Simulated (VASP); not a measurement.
The system is SnSe2.

```
Sn Se
1.0
     3.82515    0.00000    0.00000
    -1.91257    3.31268    0.00000
     0.00000    0.00000    6.22708
Sn Se
1 2
Direct
  0.00000 0.00000 0.00000
  0.33333 0.66667 0.25308
  0.66667 0.33333 0.74692
```

Base run:

* Program: VASP 6.6.1
* Functional: PBE
* Potentials or basis: VASP PAW PBE potentials, release 64 (Sn_d, Se)
* Cutoff: 520 eV
* k mesh: 6 × 6 × 4
* Occupations: gaussian, width 0.01 eV
* Spin: no spin polarisation

Its results: band gap on the k mesh 0.79 eV, indirect (least direct gap 1.12 eV); pressure 3.0 GPa; largest force 0.262 eV/Å.

Problem. The run is repeated on the same cell with these changes: functional from PBE to r2SCAN; further incar settings from ALGO = Normal; EDIFF = 1e-07; NBANDS = 20 to ALGO = Normal; EDIFF = 1e-06; NBANDS = 20. What comes out?

Solution. Band gap on the k mesh 1.07 eV, indirect (least direct gap 1.51 eV); pressure 1.0 GPa; largest force 0.026 eV/Å.

Caveats: spin-orbit coupling is left out, which moves the levels of the heavy elements; this functional lacks dispersion, which binds the layers, so the pressure and a relaxed spacing across them are unreliable (some runs); the PAW data sets were made with another functional, which shifts forces and pressure a little (some runs).

A k mesh can miss the band edges.
